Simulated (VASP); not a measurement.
Set up this calculation in VASP 6.6.1, as the native input.

```yaml
Task: relaxation of cell and atoms
Functional: PBE
Potentials_or_basis: VASP PAW PBE potentials, release 64 (K_sv, Si, I)
Cutoff: 600 eV
k_mesh: 6 × 6 × 6
Occupations: gaussian, width 0.1 eV
Spin: no spin polarisation
Dipole_correction: no
Further_INCAR_settings: ALGO = Normal; EDIFF = 1e-07; IBRION = 2; EDIFFG = -0.01; NSW = 100; ISIF = 3
```

The structure of KSi4I3 lies in POSCAR:

```
KSi4I3
1.0
    6.2949517668      0.0000000000      0.0000000000
    0.0000000000      6.2949517668      0.0000000000
    0.0000000000      0.0000000000      6.2949517668
K Si I
1 4 3
Direct
    0.0000000000      0.0000000000      0.0000000000
    0.5000000000      0.0000000000      0.0000000000
    0.0000000000      0.5000000000      0.0000000000
    0.0000000000      0.0000000000      0.5000000000
    0.5000000000      0.5000000000      0.5000000000
    0.0000000000      0.5000000000      0.5000000000
    0.5000000000      0.0000000000      0.5000000000
    0.5000000000      0.5000000000      0.0000000000
```

The cell was generated, and may not be a known phase.

The input as run:

INCAR

```
PREC     = Accurate       # precision mode
ENCUT    = 600            # plane-wave cutoff, eV
EDIFF    = 1E-7           # SCF threshold, eV
ISMEAR   = 0              # smearing method
SIGMA    = 0.1            # smearing width, eV
LREAL    = F              # projectors in reciprocal space
LASPH    = T              # aspherical terms in the spheres
NELM     = 100            # most SCF steps
ALGO     = Normal         # electronic algorithm
ISIF     = 3              # what is computed and relaxed
LWAVE    = F              # write WAVECAR
LCHARG   = F              # write CHGCAR
GGA      = PE             # functional
IBRION   = 2              # ionic algorithm
NSW      = 100            # ionic steps
EDIFFG   = -0.01          # ionic threshold
```

KPOINTS

```
Automatic mesh
0
Gamma
  6 6 6
```

Potentials or basis: VASP PAW PBE potentials, release 64 (K_sv, Si, I).

Command:

```sh
$ cat potpaw_PBE.64/K_sv/POTCAR potpaw_PBE.64/Si/POTCAR potpaw_PBE.64/I/POTCAR > POTCAR
$ mpirun -np 1 vasp_std > vasp.out
```

Results of the run:

The relaxed volume is 30.86 Å³/atom and the relaxed cell is a = 6.273 Å, b = 6.273 Å, c = 6.273 Å, α = 90.00°, β = 90.00°, γ = 90.00°. The space group after relaxing (to 0.1 Å) is Pm-3m (No. 221) and the energy gained by relaxing is 0.3 meV/atom. The ionic steps are 3 and the pressure after relaxing is 0.0 GPa.

Caveat: the highest band is partly filled, so the run has too few bands.

Run time: 8.2 min on 1 thread of Intel(R) Xeon(R) Platinum 8259CL CPU @ 2.50GHz (Skylake/Cascade Lake) (shared host), peak memory 0.48 GiB.
